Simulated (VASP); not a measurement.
Crystal: Mg13Zn3S16.

```
Zn Mg S
1.0
    11.19087    0.00000    0.00000
     0.00000   11.19087    0.00000
     0.00000    0.00000   11.19087
Zn Mg S
6 26 32
Direct
  0.99632 0.00052 0.00122
  0.99946 0.49600 0.00157
  0.74894 0.24978 0.49681
  0.25041 0.99917 0.75189
  0.74963 0.99969 0.24746
  0.99861 0.25108 0.75027
  0.99830 0.99964 0.49588
  0.00099 0.50286 0.49753
  0.50186 0.99567 0.00005
  0.50256 0.99925 0.50104
  0.50252 0.50219 0.00105
  0.49897 0.49704 0.49835
  0.25233 0.24950 0.00065
  0.25019 0.24761 0.50116
  0.24974 0.74895 0.00141
  0.25220 0.75171 0.49884
  0.75041 0.25181 0.00217
  0.74935 0.74947 0.00307
  0.74956 0.74769 0.49917
  0.25040 0.00004 0.25156
  0.24789 0.50277 0.25312
  0.25065 0.50434 0.75287
  0.75117 0.99853 0.74961
  0.75094 0.50025 0.24914
  0.75073 0.50108 0.75298
  0.00318 0.25013 0.24696
  0.00131 0.74988 0.25007
  0.99957 0.74785 0.75108
  0.49887 0.24981 0.25140
  0.50128 0.25004 0.75201
  0.49992 0.74997 0.24907
  0.49906 0.75087 0.75180
  0.12478 0.12483 0.12289
  0.12397 0.12534 0.62390
  0.12567 0.62661 0.12169
  0.12452 0.62471 0.62429
  0.62855 0.12363 0.12574
  0.62700 0.12332 0.62338
  0.62443 0.62372 0.12681
  0.62552 0.62330 0.62254
  0.37477 0.37566 0.12398
  0.37481 0.37508 0.62766
  0.37422 0.87800 0.12492
  0.37310 0.87706 0.62481
  0.87596 0.37364 0.12590
  0.87372 0.37486 0.62270
  0.87518 0.87563 0.12332
  0.87718 0.87252 0.62554
  0.37430 0.12760 0.37244
  0.37727 0.12041 0.87262
  0.37473 0.62545 0.37509
  0.37494 0.62619 0.87313
  0.87549 0.12465 0.37343
  0.87669 0.12531 0.87416
  0.87616 0.62440 0.37345
  0.87389 0.62366 0.87548
  0.12779 0.37461 0.37802
  0.12442 0.37454 0.87739
  0.12656 0.87462 0.37820
  0.12760 0.87371 0.87491
  0.62433 0.37655 0.37517
  0.62279 0.37638 0.87548
  0.62395 0.87615 0.37498
  0.62354 0.87658 0.87484
```

| Property | Result |
| --- | --- |
| Program | VASP 6.6.1 |
| Task | relaxation of volume and atoms at fixed shape |
| Functional | PBEsol |
| Potentials or basis | VASP PAW PBE potentials, release 64 (Zn, Mg, S) |
| Cutoff | 500 eV |
| k mesh | 1 × 1 × 1, shifted |
| Occupations | fermi-dirac, width 0.05 eV |
| Spin | no spin polarisation |

At the start: pressure 0.1 GPa; volume 21.90 Å³/atom.

Q: Where does the relaxation end?

A: Over 12 steps the energy falls by 13.1 meV/atom and the volume is 21.88 Å³/atom (-0.1 %); space group P1 (No. 1, to 0.1 Å) before and after.

The path:
```
step  energy change (eV)  largest force (eV/Å)  pressure (GPa)  volume (Å³)
   1              0.0000                0.8856            0.07      1401.49
   2             -0.4644                0.5340           -0.11      1403.52
   3             -0.6345                0.3286           -0.21      1405.65
   4             -0.7343                0.2117            0.07      1398.99
   5             -0.7685                0.1681            0.38      1392.05
   6             -0.8102                0.1152           -0.13      1403.44
   7             -0.8106                0.1137           -0.18      1404.65
   8             -0.8282                0.0615           -0.01      1400.72
   9             -0.8294                0.0691            0.05      1399.39
  10             -0.8340                0.0361            0.00      1400.59
  11             -0.8347                0.0367           -0.03      1401.29
  12             -0.8363                0.0233            0.02      1400.14
```

Final structure:
```yaml
crystal:
  lattice:
    - [11.18726, 0.00000, 0.00000]
    - [0.00000, 11.18726, 0.00000]
    - [0.00000, 0.00000, 11.18726]
  atoms:
    - { symbol: Zn, position: [0.99994, 0.00277, 0.99803] }
    - { symbol: Zn, position: [0.99989, 0.49776, 0.99834] }
    - { symbol: Zn, position: [0.75266, 0.24785, 0.49943] }
    - { symbol: Zn, position: [0.24597, 0.00233, 0.75249] }
    - { symbol: Zn, position: [0.75247, 0.00261, 0.24918] }
    - { symbol: Zn, position: [0.99974, 0.24824, 0.75156] }
    - { symbol: Mg, position: [0.99746, 0.00260, 0.50197] }
    - { symbol: Mg, position: [0.99890, 0.49616, 0.50133] }
    - { symbol: Mg, position: [0.50101, 0.99915, 0.99963] }
    - { symbol: Mg, position: [0.50208, 0.00249, 0.49962] }
    - { symbol: Mg, position: [0.50000, 0.49999, 0.00011] }
    - { symbol: Mg, position: [0.50131, 0.49745, 0.50063] }
    - { symbol: Mg, position: [0.24550, 0.24754, 0.99603] }
    - { symbol: Mg, position: [0.24824, 0.24782, 0.50457] }
    - { symbol: Mg, position: [0.24658, 0.75221, 0.99842] }
    - { symbol: Mg, position: [0.24944, 0.75236, 0.50229] }
    - { symbol: Mg, position: [0.75561, 0.24829, 0.99986] }
    - { symbol: Mg, position: [0.75369, 0.75161, 0.00157] }
    - { symbol: Mg, position: [0.75064, 0.75095, 0.49786] }
    - { symbol: Mg, position: [0.24795, 0.00050, 0.24871] }
    - { symbol: Mg, position: [0.24800, 0.49947, 0.24842] }
    - { symbol: Mg, position: [0.24622, 0.49866, 0.75233] }
    - { symbol: Mg, position: [0.75457, 0.00258, 0.74943] }
    - { symbol: Mg, position: [0.75275, 0.49808, 0.25002] }
    - { symbol: Mg, position: [0.75321, 0.49572, 0.75015] }
    - { symbol: Mg, position: [0.99805, 0.24814, 0.24806] }
    - { symbol: Mg, position: [0.99879, 0.75246, 0.24622] }
    - { symbol: Mg, position: [0.00120, 0.75104, 0.75348] }
    - { symbol: Mg, position: [0.50332, 0.24802, 0.25109] }
    - { symbol: Mg, position: [0.50113, 0.24761, 0.74879] }
    - { symbol: Mg, position: [0.50180, 0.75200, 0.25014] }
    - { symbol: Mg, position: [0.49880, 0.75236, 0.74968] }
    - { symbol: S, position: [0.12002, 0.12078, 0.12050] }
    - { symbol: S, position: [0.12288, 0.12493, 0.63483] }
    - { symbol: S, position: [0.11962, 0.62101, 0.11865] }
    - { symbol: S, position: [0.12367, 0.62477, 0.62581] }
    - { symbol: S, position: [0.63086, 0.12136, 0.12715] }
    - { symbol: S, position: [0.63157, 0.12892, 0.62105] }
    - { symbol: S, position: [0.62681, 0.62501, 0.12595] }
    - { symbol: S, position: [0.62643, 0.62487, 0.62572] }
    - { symbol: S, position: [0.37428, 0.37156, 0.12386] }
    - { symbol: S, position: [0.37407, 0.37491, 0.62739] }
    - { symbol: S, position: [0.37407, 0.87464, 0.12477] }
    - { symbol: S, position: [0.37016, 0.88337, 0.62983] }
    - { symbol: S, position: [0.88031, 0.37884, 0.12066] }
    - { symbol: S, position: [0.87621, 0.36270, 0.62515] }
    - { symbol: S, position: [0.87629, 0.88689, 0.12349] }
    - { symbol: S, position: [0.87572, 0.87330, 0.62573] }
    - { symbol: S, position: [0.37343, 0.12546, 0.37543] }
    - { symbol: S, position: [0.37166, 0.12058, 0.87078] }
    - { symbol: S, position: [0.37548, 0.62554, 0.37566] }
    - { symbol: S, position: [0.37336, 0.62574, 0.87510] }
    - { symbol: S, position: [0.86786, 0.12542, 0.37431] }
    - { symbol: S, position: [0.88426, 0.12510, 0.87453] }
    - { symbol: S, position: [0.87701, 0.62490, 0.37446] }
    - { symbol: S, position: [0.87959, 0.62044, 0.87937] }
    - { symbol: S, position: [0.12471, 0.37171, 0.37520] }
    - { symbol: S, position: [0.11468, 0.37392, 0.87404] }
    - { symbol: S, position: [0.12310, 0.87646, 0.37561] }
    - { symbol: S, position: [0.12353, 0.88471, 0.87589] }
    - { symbol: S, position: [0.63180, 0.37011, 0.37967] }
    - { symbol: S, position: [0.62583, 0.37218, 0.87638] }
    - { symbol: S, position: [0.63069, 0.88109, 0.36991] }
    - { symbol: S, position: [0.62828, 0.87589, 0.87378] }
```

Caveat: the PAW data sets were made with another functional, which shifts forces and pressure a little.
